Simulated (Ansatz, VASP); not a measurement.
TiAl in VASP and in Ansatz

```
Ti Al
1.0
     2.86726    0.00000    0.00000
    -1.43363    2.48312    0.00000
     0.00000    0.00000    4.67808
Ti Al
1 1
Direct
  0.00000 0.00000 0.00000
  0.29425 0.77345 0.50000
```

Change from the starting cell: all Al atoms moved -0.375 Å, as atom 2 along Cartesian [1 -1 0].

Alike in both runs: task single point; functional PBEsol; k mesh 18 × 18 × 10; occupations gaussian, width 0.15 eV; no spin polarisation.

```csv
,VASP,Ansatz
version,VASP 6.6.1,Ansatz 0.2.0
potentials or method,"VASP PAW PBE potentials, release 64 (Ti_sv, Al), cutoff 520 eV","scalar-relativistic, plane waves, PAW"
valence electrons in the cell,15,15
```

```csv
,VASP,Ansatz,Ansatz less VASP
gap on the k mesh at the Fermi level (eV),none,none,-
pressure (GPa),-1.6,-1.5,+0.17
"traceless stress, the component that is largest in VASP (GPa)",-4.59,-4.55,+0.039
rms of the force components (eV/Å),0.529,0.530,+0.0004
```

VASP's potentials were made for PBE, not for PBEsol. Atom by atom the forces differ by 0.000 eV/Å (rms over components). A gap of «none» marks a metal or a gap that the smearing closes.
